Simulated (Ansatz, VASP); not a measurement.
## Lu: VASP beside Ansatz

The input POSCAR:

```
Lu
1.0
    0.0000000000      2.3770353637      2.3770353637
    2.3770353637      0.0000000000      2.3770353637
    2.3770353637      2.3770353637      0.0000000000
Lu
1
Direct
    0.0000000000      0.0000000000      0.0000000000
```

The input INCAR.step1:

```
PREC     = Accurate       # precision mode
ENCUT    = 660            # plane-wave cutoff, eV
ISMEAR   = -1             # smearing method
SIGMA    = 0.1            # smearing width, eV
LREAL    = False          # projectors in reciprocal space
LASPH    = True           # aspherical terms in the spheres
NELM     = 120            # most SCF steps
NBANDS   = 18             # bands
GGA      = PE             # functional
ALGO     = Normal         # electronic algorithm
EDIFF    = 1E-5           # SCF threshold, eV
LWAVE    = True           # write WAVECAR
LCHARG   = False          # write CHGCAR
GGA_COMPAT= False
```

File INCAR.step2:

```
PREC     = Accurate       # precision mode
ENCUT    = 660            # plane-wave cutoff, eV
EDIFF    = 1E-6           # SCF threshold, eV
ISMEAR   = -1             # smearing method
SIGMA    = 0.1            # smearing width, eV
LREAL    = False          # projectors in reciprocal space
LASPH    = True           # aspherical terms in the spheres
NELM     = 120            # most SCF steps
ALGO     = Normal         # electronic algorithm
ISIF     = 2              # what is computed and relaxed
LWAVE    = False          # write WAVECAR
LCHARG   = False          # write CHGCAR
METAGGA  = R2SCAN         # meta-GGA
LMIXTAU  = True         
NBANDS   = 18             # bands
ISTART   = 1            
GGA_COMPAT= False
```

KPOINTS

```
regular mesh
0
Gamma
  13 13 13
```

Input for Ansatz:

```yaml
crystal:
  lattice:
    - [0.0, 2.3770353637, 2.3770353637]
    - [2.3770353637, 0.0, 2.3770353637]
    - [2.3770353637, 2.3770353637, 0.0]
  atoms:
    - { symbol: Lu, position: [0.0, 0.0, 0.0] }
hamiltonian:
  xc: r2scan
  pseudopotentials:
    kind: paw
    azcp:
      Lu: "pseudopotentials/Lu.paw.azcp"
basis:
  ecutwfc: 500
  fft_grid_basis: typed
kpoints:
  mp_grid: { grid: [13, 13, 13], shift: [0, 0, 0] }
magnetization:
  spin_polarized: false
scf:
  occupations: { method: fermi_dirac, width: 0.1 }
  lower_state_search: "off"
output:
  stress: true
```

Alike in both runs: task single point; functional r2SCAN; k mesh 13 × 13 × 13; occupations fermi-dirac, width 0.1 eV; no spin polarisation.

|  | VASP | Ansatz |
| --- | --- | --- |
| version | VASP 6.6.1 | Ansatz 0.2.0 |
| potentials or method | VASP PAW PBE potentials, release 64 (Lu), cutoff 660 eV | plane waves (500 eV) with PAW, scalar-relativistic |
| valence electrons in the cell | 25 | 25 |

|  | VASP | Ansatz | Ansatz less VASP |
| --- | --- | --- | --- |
| pressure (GPa) | 4.2 | 3.8 | -0.41 |

VASP's potentials were made for PBE, not for r2SCAN.

Spin-orbit coupling is off throughout.
